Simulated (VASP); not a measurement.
A run of VASP 6.6.1 is set up as follows.

The input INCAR:

```
SYSTEM = Ta
PREC     = Accurate       ! precision mode
ENCUT    = 520            ! plane-wave cutoff, eV
EDIFF    = 1E-7           ! SCF threshold, eV
ISMEAR   = 1              ! smearing method
SIGMA    = 0.1            ! smearing width, eV
LREAL    = .FALSE.        ! projectors in reciprocal space
LASPH    = .TRUE.         ! aspherical terms in the spheres
NELM     = 60             ! most SCF steps
ALGO     = Normal         ! electronic algorithm
ISIF     = 2              ! what is computed and relaxed
LWAVE    = .FALSE.        ! write WAVECAR
LCHARG   = .TRUE.         ! write CHGCAR
LELF     = .TRUE.         ! ELF
LVHAR    = .TRUE.       
NBANDS   = 18             ! bands
```

The input KPOINTS:

```
Automatic mesh
0
G
  11 11 6
  0 0 0
```

POSCAR

```
Ta
1.0
    2.8208674539      0.0000000000      0.0000000000
   -1.4104385899      2.4429486137      0.0000000000
    0.0000000000      0.0000000000      5.0246564752
Ta
2
Direct
    0.6666666667      0.3333333333      0.7500000000
    0.3333333333      0.6666666667      0.2500000000
```

Potentials or basis: VASP PAW LDA potentials, release 64 (Ta_pv).

Launch:

```sh
$ cat potpaw_LDA.64/Ta_pv/POTCAR > POTCAR
$ mpirun -np 1 vasp_std > vasp.out
```

Question: Estimate the pressure.

Answer: 5.6 GPa.

Question: What does it give for the band gap on the k mesh?

Answer: Zero (band 11 reaches 7.97 eV, above the bottom of band 12 at 5.31 eV).

Stress tensor (GPa, compression positive):
```
5.44 0.00 0.00
0.00 5.44 0.00
0.00 0.00 6.01
```

Caveat: spin-orbit coupling is left out, which moves the levels of the heavy elements.
